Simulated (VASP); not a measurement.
# Si (C2/m) in VASP: single point with r2SCAN

Aim: the single point of Si with r2SCAN.

Program: VASP 6.6.1. These are calculated values, not measurements. Logs are shortened: lines on timing, memory, paths and dates and some standing lists are left out, and cuts for length are marked.

**1. The cell of the first run**

The structure is monoclinic, space group C2/m (No. 12). The conventional cell has a = 13.845 Å, b = 3.847 Å, c = 6.338 Å, α = 90.00°, β = 96.79°, γ = 90.00°. Within 3.1 Å of Si (site symmetry m) lie 4 Si at 2.34 to 2.38 Å. Si (site symmetry m) has 4 Si at 2.38 to 2.42 Å within 3.1 Å. Within 3.1 Å of Si (site symmetry m) lie 4 Si at 2.32 to 2.34 Å. Si (site symmetry m) has 4 Si at 2.32 to 2.42 Å within 3.1 Å.

**2. Single point, r2SCAN**

Contents of POSCAR:

```
Si
1.0
    6.9225140729     -1.9236379706     -0.0011725016
    6.9225140729      1.9236379706     -0.0011725016
   -0.7488232908      0.0000000000      6.2940718819
Si
8
Direct
    0.0556241713      0.0556241713      0.8742192278
    0.9443758287      0.9443758287      0.1257807722
    0.5590178866      0.5590178866      0.6534804847
    0.4409821134      0.4409821134      0.3465195153
    0.2128093156      0.2128093156      0.0573830498
    0.7871906844      0.7871906844      0.9426169502
    0.7270604970      0.7270604970      0.5855365019
    0.2729395030      0.2729395030      0.4144634981
```

Contents of INCAR.step1:

```
PREC = Accurate ; ENCUT = 520
ISMEAR = 0 ; SIGMA = 0.05
LREAL = False ; LASPH = True
NELM = 60 ; NBANDS = 26
GGA = PE ; ALGO = Normal
EDIFF = 1E-4 ; LWAVE = True
LCHARG = False
```

Contents of INCAR.step2:

```
PREC = Accurate ; ENCUT = 520
EDIFF = 1E-7 ; ISMEAR = 0
SIGMA = 0.05 ; LREAL = False
LASPH = True ; NELM = 60
ALGO = Normal ; ISIF = 2
LWAVE = False ; LCHARG = False
METAGGA = R2SCAN ; LMIXTAU = True
NBANDS = 26 ; ISTART = 1
```

Contents of KPOINTS:

```
regular mesh
0
Gamma
  8 8 4
```

Potentials or basis: VASP PAW PBE potentials, release 64 (Si).

On the command line:

```console
> cat potpaw_PBE.64/Si/POTCAR > POTCAR
> cp INCAR.step1 INCAR
> mpirun -np 1 vasp_std > vasp.out
> cp INCAR.step2 INCAR
> mpirun -np 1 vasp_std > vasp.out
```

OUTCAR:

```text
PREC = Accurate
   ENCUT = 520
   EDIFF = 1E-7
   ISMEAR = 0
   LREAL = False
   LASPH = True
   NELM = 60
   ISIF = 2
   METAGGA = R2SCAN
   ISTART = 1

 ion  position               nearest neighbor table
   1  0.056  0.056  0.874-   5 2.34   2 2.34   3 2.38   3 2.38
   2  0.944  0.944  0.126-   6 2.34   1 2.34   4 2.38   4 2.38
   3  0.559  0.559  0.653-   1 2.38   1 2.38   4 2.39   7 2.42
   4  0.441  0.441  0.347-   2 2.38   2 2.38   3 2.39   8 2.42
   5  0.213  0.213  0.057-   8 2.32   6 2.34   6 2.34   1 2.34
   6  0.787  0.787  0.943-   7 2.32   5 2.34   5 2.34   2 2.34
   7  0.727  0.727  0.586-   6 2.32   8 2.33   8 2.33   3 2.42
   8  0.273  0.273  0.414-   5 2.32   7 2.33   7 2.33   4 2.42

  LATTYP: Found a base centered monoclinic cell.
 ALAT       =    13.8450283444
 B/A-ratio  =     0.2778814059
 C/A-ratio  =     0.4578148921
 COS(beta)  =    -0.1183078099

  Lattice vectors:

 A1 = (   6.9225140729,  -1.9236379706,  -0.0011725016)
 A2 = (   6.9225140729,   1.9236379706,  -0.0011725016)
 A3 = (  -0.7488232908,   0.0000000000,   6.2940718819)

Analysis of symmetry for initial positions (statically):
=====================================================================
 Subroutine PRICEL returns:
 Original cell was already a primitive cell.

 Routine SETGRP: Setting up the symmetry group for a
 base centered monoclinic supercell.

 Subroutine GETGRP returns: Found  4 space group operations
 (whereof  4 operations were pure point group operations)
 out of a pool of  4 trial point group operations.

The static configuration has the point symmetry C_2h.

Analysis of symmetry for dynamics (positions and initial velocities):
=====================================================================
 Subroutine PRICEL returns:
 Original cell was already a primitive cell.

 Routine SETGRP: Setting up the symmetry group for a
 base centered monoclinic supercell.

 Subroutine GETGRP returns: Found  4 space group operations
 (whereof  4 operations were pure point group operations)
 out of a pool of  4 trial point group operations.

The dynamic configuration has the point symmetry C_2h.

 Subroutine INISYM returns: Found  4 space group operations
 (whereof  4 operations are pure point group operations),
 and found     1 'primitive' translations

----------------------------------------------------------------------------------------

                                     Primitive cell

  volume of cell :     167.6255

  direct lattice vectors                    reciprocal lattice vectors
     6.922514073 -1.923637971 -0.001172502     0.072229550 -0.259924168  0.008593351
     6.922514073  1.923637971 -0.001172502     0.072229550  0.259924168  0.008593351
    -0.748823291  0.000000000  6.294071882     0.000026911  0.000000000  0.158882862

  length of vectors
     7.184816317  7.184816317  6.338460158     0.269910220  0.269910220  0.158882864

  position of ions in fractional coordinates (direct lattice)
     0.055624171  0.055624171  0.874219228
     0.944375829  0.944375829  0.125780772
     0.559017887  0.559017887  0.653480485
     0.440982113  0.440982113  0.346519515
     0.212809316  0.212809316  0.057383050
     0.787190684  0.787190684  0.942616950
     0.727060497  0.727060497  0.585536502
     0.272939503  0.272939503  0.414463498

  ion indices of the primitive-cell ions
   primitive index   ion index
                 1           1
                 2           2
                 3           3
                 4           4
                 5           5
                 6           6
                 7           7
                 8           8

----------------------------------------------------------------------------------------

 KPOINTS: regular mesh

Automatic generation of k-mesh.
 Grid dimensions read from file:
 generate k-points for:    8    8    4

 Generating k-lattice:

  Cartesian coordinates                     Fractional coordinates (reciprocal lattice)
     0.009028694 -0.032490521  0.001074169     0.125000000 -0.000000000  0.000000000
     0.009028694  0.032490521  0.001074169    -0.000000000  0.125000000  0.000000000
     0.000006728  0.000000000  0.039720715     0.000000000  0.000000000  0.250000000

  Length of vectors
     0.033738778  0.033738778  0.039720716

  Shift w.r.t. Gamma in fractional coordinates (k-lattice)
     0.000000000  0.000000000  0.000000000

 Subroutine IBZKPT returns following result:
 ===========================================

 Found     78 irreducible k-points:

 Following reciprocal coordinates:
            Coordinates               Weight
  0.000000  0.000000  0.000000      1.000000
  0.125000 -0.000000  0.000000      4.000000
  0.250000 -0.000000  0.000000      4.000000
  0.375000 -0.000000  0.000000      4.000000
  0.500000 -0.000000  0.000000      2.000000
  0.125000  0.125000  0.000000      2.000000
[... 16 lines left out ...]
  0.125000  0.000000  0.250000      4.000000
  0.250000 -0.000000  0.250000      4.000000
 [... further k-points ...]
   k-points           NKPTS =     78   k-points in BZ     NKDIM =     78   number of bands    NBANDS=     26
   number of dos      NEDOS =    301   number of ions     NIONS =      8
   total plane-waves  NPLWV = 139968
   dimension x,y,z NGX =    54 NGY =   54 NGZ =   48
   dimension x,y,z NGXF=   108 NGYF=  108 NGZF=   96
   ions per type =               8
   NGX,Y,Z   is equivalent  to a cutoff of  12.49, 12.49, 12.59 a.u.
   NGXF,Y,Z  is equivalent  to a cutoff of  24.99, 24.99, 25.18 a.u.
 SYSTEM =  unknown system
   PREC   = accura    normal or accurate (medium, high low for compatibility)
   ISTART =      1    job   : 0-new  1-cont  2-samecut
   ICHARG =      0    charge: 1-file 2-atom 10-const
   ISPIN  =      1    spin polarized calculation?
   LNONCOLLINEAR =      F non collinear calculations
   LSORBIT =      F    spin-orbit coupling
   LASPH  =      T    aspherical Exc in radial PAW
   ENCUT  =  520.0 eV  38.22 Ry    6.18 a.u.  13.36 13.36 11.79*2*pi/ulx,y,z
   NELM   =     60;   NELMIN=  2; NELMDL=  0     # of ELM steps
   EDIFF  = 0.1E-06   stopping-criterion for ELM
   LREAL  =      F    real-space projection
   EDIFFG = 0.1E-05   stopping-criterion for IOM
   NSW    =      0    number of steps for IOM
   IBRION =     -1    ionic relax: 0-MD 1-quasi-New 2-CG
   NFREE  =      0    steps in history (QN), initial steepest desc. (CG)
   ISIF   =      2    stress and relaxation
   ISYM   =      2    0-nonsym 1-usesym 2-fastsym
   POTIM  = 0.5000    time-step for ionic-motion
   TEBEG  =    0.0;   TEEND  =   0.0 temperature during run
   PSTRESS=    0.0 pullay stress
   NELECT =      32.0000    total number of electrons
   NUPDOWN=      -1.0000    fix difference up-down
   EMIN   =  10.00;   EMAX   =-10.00  energy-range for DOS
   EFERMI =   0.00;   METHOD = LEGACY
   ISMEAR =     0;   SIGMA  =   0.05  broadening in eV -4-tet -1-fermi 0-gaus
   EFERMI_NEDOS =   21; number of points for ismear=-14 and -15
   IALGO  =     38    algorithm
   IMIX   =      4    mixing-type and parameters
     AMIX     =   0.40;   BMIX     =  1.00
     AMIX_MAG =   1.60;   BMIX_MAG =  1.00
  volume/ion in A,a.u.               =      20.95       141.40
  Fermi-wavevector in a.u.,A,eV,Ry     =   0.942638  1.781327 12.089671  0.888566
  Thomas-Fermi vector in A             =   2.070267
   LORBIT       =      0    0 simple, 1 ext, 2 COOP (PROOUT), +10 PAW based schemes
   METAGGA = R2SCAN    functional components
   LHFCALC =     F    Hartree Fock is set to
   AEXX    =    0.0000 exact exchange contribution
   IVDW    =     0    specifies the selected vdW correction
   LEPSILON=     F    determine dielectric tensor
   LRPA    =     F    only Hartree local field effects (RPA)
 non-spin polarized calculation
 Gauss-broadening in eV      SIGMA  =   0.05
  energy-cutoff  :      520.00
  volume of cell :      167.63
 maximum number of plane-waves:      4532
 NGX is ok and might be reduce to    54
   NGX = 27   NGY = 27   NGZ = 23

 number of electron      32.0000000 magnetization

 Free energy of the ion-electron system (eV)
  ---------------------------------------------------
  ext. energy  EPLUGINS =         0.00000000
  ---------------------------------------------------
  free energy    TOTEN  =       -69.53433071 eV

  energy without entropy =      -69.53433071  energy(sigma->0) =      -69.53433071

 E-fermi :   5.6965     XC(G=0):  -9.5972

 val. band max:        5.4926668320   @ k =   0.0000   0.0000   0.0000
 cond. band min:       5.9267454268   @ k =   0.5000   0.5000   0.5000
 fundamental gap:      0.4340785949
 Fermi energy:         5.6964970783

 k-point     1 :       0.0000    0.0000    0.0000
  band No.  band energies     occupation
      1      -7.2481      2.00000
      2      -4.8940      2.00000
      3      -4.6489      2.00000
      4      -4.0798      2.00000
      5      -2.1255      2.00000
      6      -1.5601      2.00000
[... 18 lines left out ...]
     25       9.3269      0.00000
     26       9.3822      0.00000

 k-point     2 :       0.1250   -0.0000    0.0000
  band No.  band energies     occupation
      1      -7.0948      2.00000
      2      -4.8983      2.00000
      3      -4.3711      2.00000
      4      -3.9461      2.00000
      5      -2.2570      2.00000
      6      -1.5196      2.00000
[... 18 lines left out ...]
     25       9.5110      0.00000
     26      10.0293      0.00000

 k-point     3 :       0.2500   -0.0000    0.0000
  band No.  band energies     occupation
      1      -6.6405      2.00000
      2      -4.7049      2.00000
      3      -3.8281      2.00000
      4      -3.5489      2.00000
      5      -2.7192      2.00000
      6      -1.5763      2.00000
[... 18 lines left out ...]
     25      10.0512      0.00000
     26      10.1922      0.00000

 k-point     4 :       0.3750   -0.0000    0.0000
  band No.  band energies     occupation
      1      -5.9061      2.00000
      2      -4.2728      2.00000
      3      -3.9356      2.00000
      4      -3.2098      2.00000
      5      -2.7492      2.00000
      6      -1.7132      2.00000
[... 18 lines left out ...]
     25      10.3613      0.00000
     26      11.0050      0.00000

 k-point     5 :       0.5000   -0.0000    0.0000
  band No.  band energies     occupation
      1      -4.9586      2.00000
      2      -4.9312      2.00000
      3      -3.7761      2.00000
      4      -3.5509      2.00000
      5      -1.9668      2.00000
      6      -1.4357      2.00000
[... 18 lines left out ...]
     25      11.1057      0.00000
     26      11.2394      0.00000

 k-point     6 :       0.1250    0.1250    0.0000
  band No.  band energies     occupation
      1      -7.2094      2.00000
      2      -5.2649      2.00000
      3      -4.3300      2.00000
      4      -3.9963      2.00000
      5      -2.3231      2.00000
      6      -1.4110      2.00000
[... 427 lines left out ...]
 k-point    21 :       0.5000    0.5000    0.0000
  band No.  band energies     occupation
      1      -6.8160      2.00000
      2      -6.2687      2.00000
      3      -3.9493      2.00000
      4      -3.2044      2.00000
      5      -3.0135      2.00000
      6      -1.4900      2.00000
[... 18 lines left out ...]
     25       9.5707      0.00000
     26       9.7343      0.00000

 k-point    22 :      -0.0000   -0.0000    0.2500
  band No.  band energies     occupation
      1      -7.0486      2.00000
      2      -5.4774      2.00000
      3      -4.7472      2.00000
      4      -3.7969      2.00000
      5      -2.1764      2.00000
      6      -1.2570      2.00000
[... 18 lines left out ...]
     25       9.8439      0.00000
     26      10.0651      0.00000

 k-point    23 :       0.1250    0.0000    0.2500
  band No.  band energies     occupation
      1      -6.8855      2.00000
      2      -5.3867      2.00000
      3      -4.6987      2.00000
      4      -3.5153      2.00000
      5      -2.0288      2.00000
      6      -1.4902      2.00000
[... 18 lines left out ...]
     25       9.7648      0.00000
     26      10.0178      0.00000

 k-point    24 :       0.2500   -0.0000    0.2500
  band No.  band energies     occupation
      1      -6.4251      2.00000
      2      -5.0728      2.00000
      3      -4.4162      2.00000
      4      -2.9840      2.00000
      5      -2.0451      2.00000
      6      -1.9791      2.00000
[... 18 lines left out ...]
     25      10.0986      0.00000
     26      10.5785      0.00000

 [... further k-points ...]
[... 5 lines left out ...]
  --------------------------------------------------------------------------------------
  -------------------------------------------------------------------------------------
  Total       -0.2335101     -0.2111350     -0.2549979      0.0000000      0.0000000     -0.0156596
  in kB       -2.2319072     -2.0180446     -2.4372895      0.0000000      0.0000000     -0.1496760
  external PRESSURE =      -2.2290804 kB  Pullay stress =       0.0000000 kB

 VOLUME and BASIS-vectors are now :
 -----------------------------------------------------------------------------
  energy-cutoff  :      520.00
  volume of cell :      167.63
      direct lattice vectors                 reciprocal lattice vectors
     6.922514073 -1.923637971 -0.001172502     0.072229550 -0.259924168  0.008593351
     6.922514073  1.923637971 -0.001172502     0.072229550  0.259924168  0.008593351
    -0.748823291  0.000000000  6.294071882     0.000026911  0.000000000  0.158882862

 POSITION                                       TOTAL-FORCE (eV/Angst)
 -----------------------------------------------------------------------------------
      0.11548      0.00000      5.50227         0.005597      0.000000      0.004832
     12.98072      0.00000      0.78946        -0.005597      0.000000     -0.004832
      7.25028      0.00000      4.11174         0.000107      0.000000      0.002191
      5.84593      0.00000      2.17998        -0.000107      0.000000     -0.002191
      2.90338      0.00000      0.36067         0.009920      0.000000     -0.000903
     10.19282      0.00000      5.93105        -0.009920      0.000000      0.000903
      9.62771      0.00000      3.68370         0.007078      0.000000      0.004069
      3.46850      0.00000      2.60802        -0.007078      0.000000     -0.004069
 -----------------------------------------------------------------------------------
    total drift:                               -0.000000      0.000000     -0.000000

  FREE ENERGIE OF THE ION-ELECTRON SYSTEM (eV)
  ---------------------------------------------------
  free  energy   TOTEN  =       -69.5343307144 eV

  energy  without entropy=      -69.5343307144  energy(sigma->0) =      -69.53433071
```

Wall time 17 min (1 thread of AMD EPYC 9R45 (Zen 5), shared host); peak memory 0.49 GiB.

Results:

| Item | Value |
| --- | --- |
| Free energy | -69.5343 eV |
| Pressure | -0.2 GPa |
| Largest force | 0.010 eV/Å |
| Band gap on the k mesh | 0.43 eV (least direct gap 0.74 eV) |

Forces on the atoms (eV/Å):
```
Si   0.006  0.000  0.005
Si  -0.006  0.000 -0.005
Si   0.000  0.000  0.002
Si   0.000  0.000 -0.002
Si   0.010  0.000 -0.001
Si  -0.010  0.000  0.001
Si   0.007  0.000  0.004
Si  -0.007  0.000 -0.004
```

Levels at points of the mesh, in eV from the valence-band top:
```
           k point  band 12  band 13  band 14  band 15  band 16  band 17  band 18  band 19  band 20  band 21
(0.00, 0.00, 0.00)    -1.23    -0.93    -0.79    -0.39     0.00     0.74     1.76     1.85     2.26     2.40
(0.50, 0.00, 0.00)    -3.37    -3.07    -2.94    -2.31    -2.01     1.01     1.76     2.06     2.83     3.30
(0.50, 0.50, 0.00)    -1.70    -1.51    -1.18    -0.83    -0.43     0.58     1.41     2.42     2.60     2.61
(0.00, 0.00, 0.50)    -2.29    -1.52    -1.39    -1.11    -1.01     1.11     1.51     2.03     2.79     2.84
(0.50, 0.00, 0.50)    -3.31    -2.33    -2.08    -1.86    -1.54     1.24     1.64     1.78     1.97     2.66
(0.50, 0.50, 0.50)    -2.44    -2.18    -1.59    -1.22    -0.83     0.43     1.50     1.60     2.53     3.22
```

Caveat: semilocal functionals underestimate gaps, and a narrow one can read as zero; the PAW data sets were made with another functional, which shifts forces and pressure a little.
